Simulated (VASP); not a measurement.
# Bi2Te3 in VASP: relaxation of the atoms with PBE+D3(BJ)

Aim: the relaxation of the atoms of Bi2Te3 with PBE+D3(BJ).

All numbers are computed with VASP 6.6.1; they aren't measurements. Logs are shortened: lines on timing, memory, paths and dates and some standing lists are left out, and cuts for length are marked.

## Step 1: The cell of the first run

The cell holds a slab with vacuum, 5 atoms: a = 4.176 Å, b = 4.176 Å, c = 41.030 Å, α = 90.00°, β = 90.00°, γ = 120.00°.

## Step 2: Relaxation of the atoms, PBE+D3(BJ) (biaxial strain -0.040)

Contents of INCAR:

```
SYSTEM = Bi2Te3
PREC = Accurate
ENCUT = 520
EDIFF = 1E-6
ISMEAR = 0
SIGMA = 0.02
LREAL = .False.
LASPH = .True.
NELM = 80
ALGO = Normal
ISIF = 2
LWAVE = .False.
LCHARG = .False.
LDIPOL = .True.
IDIPOL = 3
DIPOL = 0.5 0.5 0.500
GGA = PE
IVDW = 12
IBRION = 2
NSW = 60
EDIFFG = -0.01
```

Contents of KPOINTS:

```
regular mesh
0
Gamma
  6 6 1
  0 0 0
```

Contents of POSCAR:

```
Bi2Te3
1.0
    4.1757490693      0.0000000000      0.0000000000
   -2.0878745347      3.6163047739      0.0000000000
    0.0000000000      0.0000000000     41.0301608556
Te Bi
3 2
Direct
    0.0000000000      0.0000000000      0.4076965287
    0.6666666667      0.3333333333      0.5000000000
    0.3333333333      0.6666666667      0.5923034713
    0.3333333333      0.6666666667      0.4501853782
    0.0000000000      0.0000000000      0.5498146218
```

Potentials or basis: VASP PAW PBE potentials, release 64 (Te, Bi_d).

On the command line:

```
cat potpaw_PBE.64/Te/POTCAR potpaw_PBE.64/Bi_d/POTCAR > POTCAR
mpirun -np 1 vasp_std > vasp.out
```

OUTCAR:

```text
SYSTEM = Bi2Te3
   PREC = Accurate
   ENCUT = 520
   EDIFF = 1E-6
   ISMEAR = 0
   LREAL = .False.
   LASPH = .True.
   NELM = 80
   ISIF = 2
   GGA = PE
   IVDW = 12
   IBRION = 2
   NSW = 60
   EDIFFG = -0.01
 IVDW          = 12

 ion  position               nearest neighbor table
   1  0.000  0.000  0.408-   4 2.98   4 2.98   4 2.98
   2  0.667  0.333  0.500-   4 3.16   5 3.16   4 3.16   5 3.16   5 3.16   4 3.16
   3  0.333  0.667  0.592-   5 2.98   5 2.98   5 2.98
   4  0.333  0.667  0.450-   1 2.98   1 2.98   1 2.98   2 3.16   2 3.16   2 3.16
   5  0.000  0.000  0.550-   3 2.98   3 2.98   3 2.98   2 3.16   2 3.16   2 3.16

  LATTYP: Found a hexagonal cell.
 ALAT       =     4.1757490693
 C/A-ratio  =     9.8258205114

  Lattice vectors:

 A1 = (   4.1757490693,   0.0000000000,   0.0000000000)
 A2 = (  -2.0878745347,   3.6163047739,   0.0000000000)
 A3 = (   0.0000000000,   0.0000000000,  41.0301608556)

Analysis of symmetry for initial positions (statically):
=====================================================================
 Subroutine PRICEL returns:
 Original cell was already a primitive cell.

 Routine SETGRP: Setting up the symmetry group for a
 hexagonal supercell.

 Subroutine GETGRP returns: Found 12 space group operations
 (whereof  6 operations were pure point group operations)
 out of a pool of 24 trial point group operations.

The static configuration has the point symmetry C_3v.
 The point group associated with its full space group is D_3d.

Analysis of symmetry for dynamics (positions and initial velocities):
=====================================================================
 Subroutine PRICEL returns:
 Original cell was already a primitive cell.

 Routine SETGRP: Setting up the symmetry group for a
 hexagonal supercell.

 Subroutine GETGRP returns: Found 12 space group operations
 (whereof  6 operations were pure point group operations)
 out of a pool of 24 trial point group operations.

The dynamic configuration has the point symmetry C_3v.
 The point group associated with its full space group is D_3d.

 Subroutine INISYM returns: Found 12 space group operations
 (whereof  6 operations are pure point group operations),
 and found     1 'primitive' translations

----------------------------------------------------------------------------------------

                                     Primitive cell

  volume of cell :     619.5875

  direct lattice vectors                    reciprocal lattice vectors
     4.175749069  0.000000000  0.000000000     0.239477991  0.138262683  0.000000000
    -2.087874535  3.616304774  0.000000000     0.000000000  0.276525366  0.000000000
     0.000000000  0.000000000 41.030160856     0.000000000  0.000000000  0.024372315

  length of vectors
     4.175749069  4.175749069 41.030160856     0.276525366  0.276525366  0.024372315

  position of ions in fractional coordinates (direct lattice)
     0.000000000  0.000000000  0.407696529
     0.666666667  0.333333333  0.500000000
     0.333333333  0.666666667  0.592303471
     0.333333333  0.666666667  0.450185378
     0.000000000  0.000000000  0.549814622

  ion indices of the primitive-cell ions
   primitive index   ion index
                 1           1
                 2           2
                 3           3
                 4           4
                 5           5

----------------------------------------------------------------------------------------

 KPOINTS: regular mesh

Automatic generation of k-mesh.
 Grid dimensions read from file:
 generate k-points for:    6    6    1

 Generating k-lattice:

  Cartesian coordinates                     Fractional coordinates (reciprocal lattice)
     0.039912999  0.023043780  0.000000000     0.166666667 -0.000000000  0.000000000
     0.000000000  0.046087561  0.000000000     0.000000000  0.166666667  0.000000000
     0.000000000  0.000000000  0.024372315     0.000000000  0.000000000  1.000000000

  Length of vectors
     0.046087561  0.046087561  0.024372315

  Shift w.r.t. Gamma in fractional coordinates (k-lattice)
     0.000000000  0.000000000  0.000000000

 Subroutine IBZKPT returns following result:
 ===========================================

 Found      7 irreducible k-points:

 Following reciprocal coordinates:
            Coordinates               Weight
  0.000000  0.000000  0.000000      1.000000
  0.166667  0.000000  0.000000      6.000000
  0.333333  0.000000  0.000000      6.000000
  0.500000 -0.000000  0.000000      3.000000
  0.166667  0.166667  0.000000      6.000000
  0.333333  0.166667  0.000000     12.000000
  0.333333  0.333333  0.000000      2.000000
   k-points           NKPTS =      7   k-points in BZ     NKDIM =      7   number of bands    NBANDS=     28
   number of dos      NEDOS =    301   number of ions     NIONS =      5
   total plane-waves  NPLWV = 327680
   dimension x,y,z NGX =    32 NGY =   32 NGZ =  320
   dimension x,y,z NGXF=    64 NGYF=   64 NGZF=  640
   ions per type =               3   2
   NGX,Y,Z   is equivalent  to a cutoff of  12.74, 12.74, 12.97 a.u.
   NGXF,Y,Z  is equivalent  to a cutoff of  25.48, 25.48, 25.93 a.u.
 SYSTEM =  Bi2Te3
   PREC   = accura    normal or accurate (medium, high low for compatibility)
   ISTART =      0    job   : 0-new  1-cont  2-samecut
   ICHARG =      2    charge: 1-file 2-atom 10-const
   ISPIN  =      1    spin polarized calculation?
   LNONCOLLINEAR =      F non collinear calculations
   LSORBIT =      F    spin-orbit coupling
   LASPH  =      T    aspherical Exc in radial PAW
   ENCUT  =  520.0 eV  38.22 Ry    6.18 a.u.   7.76  7.76 76.29*2*pi/ulx,y,z
   NELM   =     80;   NELMIN=  2; NELMDL= -5     # of ELM steps
   EDIFF  = 0.1E-05   stopping-criterion for ELM
   LREAL  =      F    real-space projection
   EDIFFG = -.1E-01   stopping-criterion for IOM
   NSW    =     60    number of steps for IOM
   IBRION =      2    ionic relax: 0-MD 1-quasi-New 2-CG
   NFREE  =      1    steps in history (QN), initial steepest desc. (CG)
   ISIF   =      2    stress and relaxation
   ISYM   =      2    0-nonsym 1-usesym 2-fastsym
   POTIM  = 0.5000    time-step for ionic-motion
   TEBEG  =    0.0;   TEEND  =   0.0 temperature during run
   PSTRESS=    0.0 pullay stress
   NELECT =      48.0000    total number of electrons
   NUPDOWN=      -1.0000    fix difference up-down
   EMIN   =  10.00;   EMAX   =-10.00  energy-range for DOS
   EFERMI =   0.00;   METHOD = LEGACY
   ISMEAR =     0;   SIGMA  =   0.02  broadening in eV -4-tet -1-fermi 0-gaus
   EFERMI_NEDOS =   21; number of points for ismear=-14 and -15
   IALGO  =     38    algorithm
   IMIX   =      4    mixing-type and parameters
     AMIX     =   0.40;   BMIX     =  1.00
     AMIX_MAG =   1.60;   BMIX_MAG =  1.00
  volume/ion in A,a.u.               =     123.92       836.24
  Fermi-wavevector in a.u.,A,eV,Ry     =   0.697891  1.318823  6.626746  0.487052
  Thomas-Fermi vector in A             =   1.781344
   LORBIT       =      0    0 simple, 1 ext, 2 COOP (PROOUT), +10 PAW based schemes
   GGA     = PE    functional components
   LHFCALC =     F    Hartree Fock is set to
   AEXX    =    0.0000 exact exchange contribution
   IVDW    =    12    specifies the selected vdW correction
   LEPSILON=     F    determine dielectric tensor
   LRPA    =     F    only Hartree local field effects (RPA)
 conjugate gradient relaxation of ions
 non-spin polarized calculation
 Gauss-broadening in eV      SIGMA  =   0.02
  energy-cutoff  :      520.00
  volume of cell :      619.59
 maximum number of plane-waves:     16767
 NGX is ok and might be reduce to    32
   NGX = 15   NGY = 15   NGZ =153

--------------------------------------- Ionic step        1  -------------------------------------------

 number of electron      48.0000002 magnetization

 Free energy of the ion-electron system (eV)
  ---------------------------------------------------
  ext. energy  EPLUGINS =         0.00000000
  ---------------------------------------------------
  free energy    TOTEN  =       -17.95013281 eV

  energy without entropy =      -17.95013281  energy(sigma->0) =      -17.95013281

------------------------ aborting loop because EDIFF is reached ----------------------------------------

 Edisp (eV)   -1.94566

 E8    (eV) :    -0.9574

  FORCE on cell =-STRESS in cart. coord.  units (eV):
  Direction    XX          YY          ZZ          XY          YZ          ZX
  --------------------------------------------------------------------------------------
  -------------------------------------------------------------------------------------
  Total       5.17213     5.17213     3.82199    -0.00000     0.00000     0.00000
  in kB      13.37449    13.37449     9.88321    -0.00000     0.00000     0.00000
  external pressure =       12.21 kB  Pullay stress =        0.00 kB
[... 239 lines left out ...]
  energy  without entropy=      -19.9649665192  energy(sigma->0) =      -19.96496652

--------------------------------------- Ionic step        7  -------------------------------------------

 number of electron      48.0000001 magnetization

 dipolmoment           0.000000      0.000000      0.000001 electrons x Angstroem

 Free energy of the ion-electron system (eV)
  ---------------------------------------------------
  ext. energy  EPLUGINS =         0.00000000
  ---------------------------------------------------
  free energy    TOTEN  =       -18.08602297 eV

  energy without entropy =      -18.08602297  energy(sigma->0) =      -18.08602297

 E-fermi :  -2.1160     XC(G=0):  -2.8253

 val. band max:       -2.2325819564   @ k =   0.0000   0.0000   0.0000
 cond. band min:      -0.7548525905   @ k =   0.3333   0.3333   0.0000
 fundamental gap:      1.4777293660
 Fermi energy:        -2.1160032189

 k-point     1 :       0.0000    0.0000    0.0000
  band No.  band energies     occupation
      1     -24.9242      2.00000
      2     -24.9242      2.00000
      3     -24.9231      2.00000
      4     -24.9231      2.00000
      5     -24.9059      2.00000
      6     -24.9043      2.00000
[... 206 lines left out ...]
     27       0.1848      0.00000
     28       1.3670      0.00000

------------------------ aborting loop because EDIFF is reached ----------------------------------------

 vacuum level on the upper side and lower side of the slab       (xc-potential included)        -0.163        -0.163

 Edisp (eV)   -1.89144

 E8    (eV) :    -0.9296

  FORCE on cell =-STRESS in cart. coord.  units (eV):
  Direction    XX          YY          ZZ          XY          YZ          ZX
  --------------------------------------------------------------------------------------
  -------------------------------------------------------------------------------------
  Total       3.06945     3.06945    -0.11240    -0.00000     0.00000     0.00000
  in kB       7.93723     7.93723    -0.29064    -0.00000     0.00000     0.00000
  external pressure =        5.19 kB  Pullay stress =        0.00 kB
[... 20 lines left out ...]
  FREE ENERGIE OF THE ION-ELECTRON SYSTEM (eV)
  ---------------------------------------------------
  free  energy   TOTEN  =       -19.9774626653 eV

  energy  without entropy=      -19.9774626653  energy(sigma->0) =      -19.97746267

 reached required accuracy - stopping structural energy minimisation

 vacuum level on the upper side and lower side of the slab         2.822         2.822
```

Wall time 21 min (1 thread of Oxide Virtual Turin-like, shared host); peak memory 0.77 GiB.

What came out:

| Quantity | Value |
| --- | --- |
| Free energy | -19.9775 eV |
| Energy gained by relaxing | 16.3 meV/atom |
| Ionic steps | 7 |
| Largest force after relaxing | 0.008 eV/Å |
| Band gap on the k mesh | 1.48 eV (least direct gap 1.55 eV) |
| Dispersion energy per atom | -0.378 eV |

Forces in eV/Å, atoms in the order of the input:
```
Te   0.000  0.000  0.008
Te   0.000  0.000  0.000
Te   0.000  0.000 -0.008
Bi   0.000  0.000 -0.003
Bi   0.000  0.000  0.003
```

The path:
| step | energy change (eV) | largest force (eV/Å) | pressure (GPa) |
| --- | --- | --- | --- |
| 1 | 0.0000 | 0.6424 | 1.22 |
| 2 | -0.0314 | 0.3237 | 1.04 |
| 3 | -0.0368 | 0.3406 | 0.93 |
| 4 | -0.0499 | 0.2845 | 0.87 |
| 5 | -0.0754 | 0.1271 | 0.68 |
| 6 | -0.0692 | 0.1526 | 0.33 |
| 7 | -0.0817 | 0.0078 | 0.52 |

Final structure:
```yaml
crystal:
  lattice:
    - [4.17575, 0.00000, 0.00000]
    - [-2.08787, 3.61630, 0.00000]
    - [0.00000, 0.00000, 41.03016]
  atoms:
    - { symbol: Te, position: [0.00000, 0.00000, 0.40377] }
    - { symbol: Te, position: [0.66667, 0.33333, 0.50000] }
    - { symbol: Te, position: [0.33333, 0.66667, 0.59623] }
    - { symbol: Bi, position: [0.33333, 0.66667, 0.44831] }
    - { symbol: Bi, position: [0.00000, 0.00000, 0.55169] }
```

Caveat: the cell differs from its parent crystal (biaxial strain -0.040); spin-orbit coupling is left out, which moves the levels of the heavy elements.
